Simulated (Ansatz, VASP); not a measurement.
One calculation of Be16CO, two programs

File INCAR:

```
SYSTEM = Be16CO
  ALGO = Normal
  DIPOL = 0.5 0.5 0.313
  EDIFF = 1E-7
  ENCUT = 520
  GGA = PE
  IDIPOL = 3
  ISIF = 2
  ISMEAR = 0
  LASPH = .TRUE.
  LCHARG = .FALSE.
  LDIPOL = .TRUE.
  LREAL = Auto
  LWAVE = .FALSE.
  NBANDS = 36
  NELM = 80
  PREC = Accurate
  SIGMA = 0.1
```

KPOINTS

```
k-points
0
G
  6 6 1
  0 0 0
```

POSCAR

```
Be16CO
1.0
    4.5254381410      0.0000000000      0.0000000000
   -2.2627190705      3.9191443934      0.0000000000
    0.0000000000      0.0000000000     23.4761687145
Be C O
16 1 1
Direct
    0.3333333333      0.1666666667      0.1703855535
    0.3333333333      0.6666666667      0.1703855535
    0.8333333333      0.1666666667      0.1703855535
    0.8333333333      0.6666666667      0.1703855535
    0.1666666667      0.3333333333      0.2463521558
    0.1666666667      0.8333333333      0.2463521558
    0.6666666667      0.3333333333      0.2463521558
    0.6666666667      0.8333333333      0.2463521558
    0.3333333333      0.1666666667      0.3241941575
    0.3333333333      0.6666666667      0.3241941575
    0.8333333333      0.1666666667      0.3241941575
    0.8333333333      0.6666666667      0.3241941575
    0.1666666667      0.3333333333      0.4036505628
    0.1666666667      0.8333333333      0.4036505628
    0.6666666667      0.3333333333      0.4036505628
    0.6666666667      0.8333333333      0.4036505628
    0.1666666667      0.3333333333      0.5301618363
    0.3146581520      0.1853418480      0.5301618363
```

Input for Ansatz:

```yaml
crystal:
  lattice:
    - [4.525438141, 0.0, 0.0]
    - [-2.2627190705, 3.9191443934, 0.0]
    - [0.0, 0.0, 23.4761687145]
  atoms:
    - { symbol: Be, position: [0.3333333333, 0.1666666667, 0.1703855535] }
    - { symbol: Be, position: [0.3333333333, 0.6666666667, 0.1703855535] }
    - { symbol: Be, position: [0.8333333333, 0.1666666667, 0.1703855535] }
    - { symbol: Be, position: [0.8333333333, 0.6666666667, 0.1703855535] }
    - { symbol: Be, position: [0.1666666667, 0.3333333333, 0.2463521558] }
    - { symbol: Be, position: [0.1666666667, 0.8333333333, 0.2463521558] }
    - { symbol: Be, position: [0.6666666667, 0.3333333333, 0.2463521558] }
    - { symbol: Be, position: [0.6666666667, 0.8333333333, 0.2463521558] }
    - { symbol: Be, position: [0.3333333333, 0.1666666667, 0.3241941575] }
    - { symbol: Be, position: [0.3333333333, 0.6666666667, 0.3241941575] }
    - { symbol: Be, position: [0.8333333333, 0.1666666667, 0.3241941575] }
    - { symbol: Be, position: [0.8333333333, 0.6666666667, 0.3241941575] }
    - { symbol: Be, position: [0.1666666667, 0.3333333333, 0.4036505628] }
    - { symbol: Be, position: [0.1666666667, 0.8333333333, 0.4036505628] }
    - { symbol: Be, position: [0.6666666667, 0.3333333333, 0.4036505628] }
    - { symbol: Be, position: [0.6666666667, 0.8333333333, 0.4036505628] }
    - { symbol: C, position: [0.1666666667, 0.3333333333, 0.5301618363] }
    - { symbol: O, position: [0.314658152, 0.185341848, 0.5301618363] }
basis:
  ecutwfc: 420
kpoints:
  mp_grid: { grid: [6, 6, 1] }
hamiltonian:
  xc: pbe
scf:
  occupations: { method: gaussian, width: 0.1 }
output:
  forces: true
  eigenvalues: true
efield:
  axis: 3
  dipole_correction: true
  ramp_width: 0.04
```

Alike in both runs: task single point; functional PBE; k mesh 6 × 6 × 1; occupations gaussian, width 0.1 eV; no spin polarisation.

|  | VASP | Ansatz |
| --- | --- | --- |
| version | VASP 6.6.1 | Ansatz 0.2.0 |
| potentials or method | VASP PAW PBE potentials, release 64 (Be, C, O), cutoff 520 eV | scalar-relativistic, plane waves, PAW |
| valence electrons in the cell | 42 | 42 |

|  | VASP | Ansatz | Ansatz less VASP |
| --- | --- | --- | --- |
| gap on the k mesh at the Fermi level (eV) | none | none | - |
| rms of the force components (eV/Å) | 0.315 | 0.462 | +0.1462 |

Atom by atom the forces differ by 0.152 eV/Å (rms over components). A gap of «none» marks a metal or a gap that the smearing closes.

Noted on VASP's run: the standard files for N, O and F lose accuracy on very short bonds.
